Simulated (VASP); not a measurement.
Set up this calculation in VASP 6.6.1, as the native input.

| Property | Result |
| --- | --- |
| Task | single point |
| Functional | LDA |
| Potentials or basis | VASP PAW LDA potentials, release 64 (Mg, O) |
| Cutoff | 600 eV |
| k mesh | 6 × 6 × 4 |
| Occupations | gaussian, width 0.1 eV |
| Spin | no spin polarisation |
| Dipole correction | no |
| Further INCAR settings | ALGO = Normal; EDIFF = 1e-06; NBANDS = 16 |

The structure of MgO (vib) lies in POSCAR:

```
MgO
1.0
    3.3077869900      0.0000000000      0.0000000000
   -1.6538934900      2.8646275600      0.0000000000
    0.0000000000      0.0000000000      4.9828816700
Mg O
2 2
Direct
    0.3333333300      0.6666666700      0.0021597400
    0.6666666700      0.3333333300      0.5021597400
    0.3333333300      0.6666666700      0.4024402600
    0.6666666700      0.3333333300      0.9024402600
```

The input as run:

INCAR

```
SYSTEM = MgO
PREC     = Accurate       ! precision mode
ENCUT    = 600            ! plane-wave cutoff, eV
EDIFF    = 1E-6           ! SCF threshold, eV
ISMEAR   = 0              ! smearing method
SIGMA    = 0.1            ! smearing width, eV
LREAL    = .False.        ! projectors in reciprocal space
LASPH    = .True.         ! aspherical terms in the spheres
NELM     = 120            ! most SCF steps
ALGO     = Normal         ! electronic algorithm
ISIF     = 2              ! what is computed and relaxed
LWAVE    = .False.        ! write WAVECAR
LCHARG   = .False.        ! write CHGCAR
GGA      = CA             ! functional
NBANDS   = 16             ! bands
GGA_COMPAT= .False.
```

KPOINTS

```
Automatic mesh
0
Gamma
  6 6 4
  0 0 0
```

Potentials or basis: VASP PAW LDA potentials, release 64 (Mg, O).

Launch:

```sh
$ cat potpaw_LDA.64/Mg/POTCAR potpaw_LDA.64/O/POTCAR > POTCAR
$ mpirun -np 1 vasp_std > vasp.out
```

It gave:

The pressure is -5.6 GPa, the largest force is 0.048 eV/Å and the band gap on the k mesh is 3.36 eV, direct.

Wall time 9.2 s on 1 thread of Intel(R) Xeon(R) Platinum 8488C (Sapphire Rapids) (shared host), peak memory 0.16 GiB.
